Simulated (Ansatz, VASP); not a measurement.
C in VASP and in Ansatz

The input INCAR:

```
PREC = Accurate ; ENCUT = 520
EDIFF = 1E-6 ; ISMEAR = 0
SIGMA = 0.1 ; LREAL = False
LASPH = True ; NELM = 100
ALGO = Normal ; ISIF = 2
LWAVE = False ; LCHARG = False
LDIPOL = True ; IDIPOL = 3
DIPOL = 0.5 0.5 0.349 ; GGA = PE
IVDW = 12 ; NBANDS = 16
```

KPOINTS

```
Automatic mesh
0
Gamma
  15 15 1
```

Contents of POSCAR:

```
C
1.0
    2.4656524409      0.0000000000      0.0000000000
   -1.2328262205      2.1353176508      0.0000000000
    0.0000000000      0.0000000000     17.5000663883
C
4
Direct
    0.6666666667      0.3333333333      0.2571437784
    0.3333333333      0.6666666667      0.2571418816
    1.0000000000      0.3333333333      0.4417164036
    0.6666666667      0.6666666667      0.4417145068
```

Input for Ansatz:

```yaml
crystal:
  lattice:
    - [2.4656524409, 0.0, 0.0]
    - [-1.2328262205, 2.1353176508, 0.0]
    - [0.0, 0.0, 17.5000663883]
  atoms:
    - { symbol: C, position: [0.6666666667, 0.3333333333, 0.2571437784] }
    - { symbol: C, position: [0.3333333333, 0.6666666667, 0.2571418816] }
    - { symbol: C, position: [1.0, 0.3333333333, 0.4417164036] }
    - { symbol: C, position: [0.6666666667, 0.6666666667, 0.4417145068] }
basis:
  ecutwfc: 420
kpoints:
  mp_grid: { grid: [15, 15, 1] }
hamiltonian:
  xc: pbe
  pseudopotentials: { kind: paw, azcp: { folder: soft_1 } }
  dispersion: d3bj
scf:
  occupations: { method: gaussian, width: 0.1 }
output:
  forces: true
  eigenvalues: true
efield:
  axis: 3
  dipole_correction: true
  ramp_width: 0.04
```

Alike in both runs: task single point; functional PBE; dispersion D3(BJ); k mesh 15 × 15 × 1; occupations gaussian, width 0.1 eV; no spin polarisation.

```csv
,VASP,Ansatz
version,VASP 6.6.1,Ansatz 0.2.0
potentials or method,"VASP PAW PBE potentials, release 64 (C), cutoff 520 eV","scalar-relativistic, plane waves, PAW"
valence electrons in the cell,16,16
```

|  | VASP | Ansatz | Ansatz less VASP |
| --- | --- | --- | --- |
| gap on the k mesh at the Fermi level (eV) | 0.48 | 0.48 | 0.000 |
| least direct gap on the mesh (eV) | 0.48 | 0.48 | 0.000 |
| rms of the force components (eV/Å) | 0.033 | 0.033 | -0.0001 |

Atom by atom the forces differ by 0.000 eV/Å (rms over components). Ansatz's warnings: structure snapped to symmetry.
